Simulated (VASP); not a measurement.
# Be3S5 (Cmmm) in VASP: single point with PBE

Aim: the single point of Be3S5 with PBE.

Program: VASP 6.6.1. These are calculated values, not measurements. Logs are shortened: lines on timing, memory, paths and dates and some standing lists are left out, and cuts for length are marked.

## (1) The cell of the first run

Symmetry: Cmmm, No. 65, orthorhombic system. Conventional cell: a = 6.622 Å, b = 8.677 Å, c = 5.670 Å, α = 90.00°, β = 90.00°, γ = 90.00°. Be (site symmetry 2mm) has 3 S at 1.95 to 2.01 Å within 2.6 Å. Within 2.6 Å of Be (site symmetry mmm) lie 2 S at 1.94 Å. Within 2.6 Å of S (site symmetry m2m) lie 1 Be at 1.94 Å. Within 2.7 Å of S (site symmetry mm2) lie 2 Be at 2.01 Å. Within 2.6 Å of S (site symmetry mmm) lie 2 Be at 1.95 Å.

## (2) Single point, PBE

Contents of INCAR:

```
ALGO = Normal
EDIFF = 1E-6
ENCUT = 600
GGA = PE
GGA_COMPAT = F
ISIF = 2
ISMEAR = 0
LASPH = T
LCHARG = T
LELF = T
LREAL = F
LVHAR = T
LWAVE = F
NBANDS = 28
NELM = 120
PREC = Accurate
SIGMA = 0.2
```

Contents of KPOINTS:

```
k-points
0
Gamma
  3 3 3
```

Contents of POSCAR:

```
Be3S5
1.0
    4.3385126665     -3.3111002082      0.0000000000
    4.3385126665      3.3111002082      0.0000000000
    0.0000000000      0.0000000000      5.6697615673
Be S
3 5
Direct
    0.7941898193      0.2058101807      0.0000000000
    0.2058101807      0.7941898193      0.0000000000
    0.5000000000      0.5000000000      0.5000000000
    0.2761249525      0.2761249525      0.5000000000
    0.7238750475      0.7238750475      0.5000000000
    0.0000000000      0.0000000000      0.2609277148
    0.0000000000      0.0000000000      0.7390722852
    0.5000000000      0.5000000000      0.0000000000
```

Potentials or basis: VASP PAW PBE potentials, release 64 (Be, S).

Started as:

```sh
cat potpaw_PBE.64/Be/POTCAR potpaw_PBE.64/S/POTCAR > POTCAR
mpirun -np 1 vasp_std > vasp.out
```

OUTCAR:

```text
EDIFF = 1E-6
   ENCUT = 600
   GGA = PE
   ISIF = 2
   ISMEAR = 0
   LASPH = T
   LREAL = F
   NELM = 120
   PREC = Accurate

 ion  position               nearest neighbor table
   1  0.794  0.206  0.000-   8 1.95   7 2.01   6 2.01
   2  0.206  0.794  0.000-   8 1.95   7 2.01   6 2.01
   3  0.500  0.500  0.500-   4 1.94   5 1.94
   4  0.276  0.276  0.500-   3 1.94   6 2.75   7 2.75
   5  0.724  0.724  0.500-   3 1.94   6 2.75   7 2.75
   6  0.000  0.000  0.261-   1 2.01   2 2.01   7 2.71   5 2.75   4 2.75
   7  0.000  0.000  0.739-   1 2.01   2 2.01   6 2.71   5 2.75   4 2.75
   8  0.500  0.500  0.000-   1 1.95   2 1.95

  LATTYP: Found a base centered orthorhombic cell.
 ALAT       =     6.6222004164
 B/A-ratio  =     1.3102933749
 C/A-ratio  =     0.8561748680

  Lattice vectors:

 A1 = (  -4.3385126665,  -3.3111002082,   0.0000000000)
 A2 = (   4.3385126665,  -3.3111002082,   0.0000000000)
 A3 = (   0.0000000000,   0.0000000000,   5.6697615673)

Analysis of symmetry for initial positions (statically):
=====================================================================
 Subroutine PRICEL returns:
 Original cell was already a primitive cell.

 Routine SETGRP: Setting up the symmetry group for a
 base centered orthorhombic supercell.

 Subroutine GETGRP returns: Found  8 space group operations
 (whereof  8 operations were pure point group operations)
 out of a pool of  8 trial point group operations.

The static configuration has the point symmetry D_2h.

Analysis of symmetry for dynamics (positions and initial velocities):
=====================================================================
 Subroutine PRICEL returns:
 Original cell was already a primitive cell.

 Routine SETGRP: Setting up the symmetry group for a
 base centered orthorhombic supercell.

 Subroutine GETGRP returns: Found  8 space group operations
 (whereof  8 operations were pure point group operations)
 out of a pool of  8 trial point group operations.

The dynamic configuration has the point symmetry D_2h.

 Subroutine INISYM returns: Found  8 space group operations
 (whereof  8 operations are pure point group operations),
 and found     1 'primitive' translations

[... 90 lines left out ...]
   LREAL  =      F    real-space projection
   EDIFFG = 0.1E-04   stopping-criterion for IOM
   NSW    =      0    number of steps for IOM
   IBRION =     -1    ionic relax: 0-MD 1-quasi-New 2-CG
   NFREE  =      0    steps in history (QN), initial steepest desc. (CG)
   ISIF   =      2    stress and relaxation
   ISYM   =      2    0-nonsym 1-usesym 2-fastsym
   POTIM  = 0.5000    time-step for ionic-motion
   TEBEG  =    0.0;   TEEND  =   0.0 temperature during run
   PSTRESS=    0.0 pullay stress
   NELECT =      36.0000    total number of electrons
   NUPDOWN=      -1.0000    fix difference up-down
   EMIN   =  10.00;   EMAX   =-10.00  energy-range for DOS
   EFERMI =   0.00;   METHOD = LEGACY
   ISMEAR =     0;   SIGMA  =   0.20  broadening in eV -4-tet -1-fermi 0-gaus
   EFERMI_NEDOS =   21; number of points for ismear=-14 and -15
   IALGO  =     38    algorithm
   IMIX   =      4    mixing-type and parameters
     AMIX     =   0.40;   BMIX     =  1.00
     AMIX_MAG =   1.60;   BMIX_MAG =  1.00
  volume/ion in A,a.u.               =      20.36       137.41
  Fermi-wavevector in a.u.,A,eV,Ry     =   0.989782  1.870417 13.329205  0.979669
  Thomas-Fermi vector in A             =   2.121406
   LORBIT       =      0    0 simple, 1 ext, 2 COOP (PROOUT), +10 PAW based schemes
   GGA     = PE    functional components
   LHFCALC =     F    Hartree Fock is set to
   AEXX    =    0.0000 exact exchange contribution
   IVDW    =     0    specifies the selected vdW correction
   LEPSILON=     F    determine dielectric tensor
   LRPA    =     F    only Hartree local field effects (RPA)
 non-spin polarized calculation
 Gauss-broadening in eV      SIGMA  =   0.20
  energy-cutoff  :      600.00
  volume of cell :      162.90
 maximum number of plane-waves:      5465
 NGX is ok and might be reduce to    48
   NGX = 21   NGY = 21   NGZ = 23

 number of electron      35.9999999 magnetization

 Free energy of the ion-electron system (eV)
  ---------------------------------------------------
  ext. energy  EPLUGINS =         0.00000000
  ---------------------------------------------------
  free energy    TOTEN  =       -31.24457202 eV

  energy without entropy =      -31.17366135  energy(sigma->0) =      -31.20911668

 E-fermi :   2.3105     XC(G=0):  -8.5019

 val. band max:        2.2528038677   @ k =   0.0000   0.0000   0.0000
 cond. band min:       2.4025925094   @ k =   0.3333   0.3333   0.3333
 fundamental gap:      0.1497886417
 Fermi energy:         2.3105375602

 k-point     1 :       0.0000    0.0000    0.0000
  band No.  band energies     occupation
      1     -11.7610      2.00000
      2     -10.1587      2.00000
      3      -9.4556      2.00000
      4      -9.1960      2.00000
      5      -9.1729      2.00000
      6      -3.7553      2.00000
[... 237 lines left out ...]
     27       8.9134      0.00000
     28       9.4027      0.00000

------------------------ aborting loop because EDIFF is reached ----------------------------------------

  FORCE on cell =-STRESS in cart. coord.  units (eV):
  Direction    XX          YY          ZZ          XY          YZ          ZX
  --------------------------------------------------------------------------------------
  -------------------------------------------------------------------------------------
  Total        0.2735304     -0.0169560     -0.0254989     -0.0000000      0.0000000      0.0000000
  in kB        2.6903467     -0.1667727     -0.2507975     -0.0000000      0.0000000      0.0000000
  external PRESSURE =       0.7575921 kB  Pullay stress =       0.0000000 kB

 VOLUME and BASIS-vectors are now :
 -----------------------------------------------------------------------------
  energy-cutoff  :      600.00
  volume of cell :      162.90
      direct lattice vectors                 reciprocal lattice vectors
     4.338512666 -3.311100208  0.000000000     0.115246869 -0.151007209  0.000000000
     4.338512666  3.311100208  0.000000000     0.115246869  0.151007209  0.000000000
     0.000000000  0.000000000  5.669761567     0.000000000  0.000000000  0.176374260

 POSITION                                       TOTAL-FORCE (eV/Angst)
 -----------------------------------------------------------------------------------
      4.33851     -1.94818      0.00000         0.000000     -0.030285      0.000000
      4.33851      1.94818      0.00000         0.000000      0.030285      0.000000
      4.33851      0.00000      2.83488         0.000000     -0.000000      0.000000
      2.39594      0.00000      2.83488         0.009426     -0.000000      0.000000
      6.28108      0.00000      2.83488        -0.009426     -0.000000      0.000000
      0.00000      0.00000      1.47940        -0.000000     -0.000000     -0.029226
      0.00000      0.00000      4.19036        -0.000000     -0.000000      0.029226
      4.33851      0.00000      0.00000         0.000000     -0.000000      0.000000
 -----------------------------------------------------------------------------------
    total drift:                               -0.000000      0.000000     -0.000000

  FREE ENERGIE OF THE ION-ELECTRON SYSTEM (eV)
  ---------------------------------------------------
  free  energy   TOTEN  =       -31.2445720208 eV

  energy  without entropy=      -31.1736613483  energy(sigma->0) =      -31.20911668
```

OSZICAR:

```text
N       E                     dE             d eps       ncg     rms          rms(c)
DAV:   1     0.178416239249E+03    0.17842E+03   -0.15890E+04   448   0.121E+03
DAV:   2    -0.143488206435E+02   -0.19277E+03   -0.18440E+03   576   0.195E+02
DAV:   3    -0.317710129090E+02   -0.17422E+02   -0.17127E+02   568   0.666E+01
DAV:   4    -0.321524561968E+02   -0.38144E+00   -0.38023E+00   560   0.112E+01
DAV:   5    -0.321612450559E+02   -0.87889E-02   -0.87854E-02   596   0.177E+00    0.144E+01
DAV:   6    -0.313742483236E+02    0.78700E+00   -0.12292E+00   532   0.494E+00    0.773E+00
DAV:   7    -0.312384162238E+02    0.13583E+00   -0.86688E-01   540   0.400E+00    0.349E+00
DAV:   8    -0.312437569493E+02   -0.53407E-02   -0.11389E-01   548   0.171E+00    0.154E+00
DAV:   9    -0.312444515872E+02   -0.69464E-03   -0.13009E-02   524   0.566E-01    0.744E-01
DAV:  10    -0.312442593443E+02    0.19224E-03   -0.85609E-03   504   0.409E-01    0.172E-01
DAV:  11    -0.312443178598E+02   -0.58515E-04   -0.10820E-03   576   0.165E-01    0.483E-02
DAV:  12    -0.312445013183E+02   -0.18346E-03   -0.16022E-04   496   0.620E-02    0.238E-02
DAV:  13    -0.312445642159E+02   -0.62898E-04   -0.60372E-05   552   0.349E-02    0.181E-02
DAV:  14    -0.312445705488E+02   -0.63329E-05   -0.51919E-06   508   0.106E-02    0.354E-03
DAV:  15    -0.312445718845E+02   -0.13357E-05   -0.15888E-06   504   0.578E-03    0.291E-03
DAV:  16    -0.312445720208E+02   -0.13635E-06   -0.13651E-07   404   0.192E-03
   1 F= -.31244572E+02 E0= -.31209117E+02  d E =-.709107E-01
```

stdout:

```text
POSCAR found type information on POSCAR BeS
 POSCAR found :  2 types and       8 ions
 scaLAPACK will be used
 LDA part: xc-table for (Slater+PW92), standard interpolation
 POSCAR, INCAR and KPOINTS ok, starting setup
 FFT: planning ... GRIDC
 FFT: planning ... GRID_SOFT
 FFT: planning ... GRID
 WAVECAR not read
 entering main loop
```

It took 32 s on 1 thread of Intel Xeon 6975P-C (Granite Rapids), shared host; peak memory 0.3 GiB.

What came out:

```yaml
Free_energy: -31.2446 eV
Pressure: 0.1 GPa
Largest_force: 0.030 eV/Å
Band_gap_on_the_k_mesh: zero (band 18 reaches 2.76 eV, above the bottom of band 19 at 2.05 eV)
```

Forces in eV/Å, atoms in the order of the input:
```
Be   0.000 -0.030  0.000
Be   0.000  0.030  0.000
Be   0.000  0.000  0.000
S    0.009  0.000  0.000
S   -0.009  0.000  0.000
S    0.000  0.000 -0.029
S    0.000  0.000  0.029
S    0.000  0.000  0.000
```

Caveat: the k points lie up to 0.40 Å⁻¹ apart.
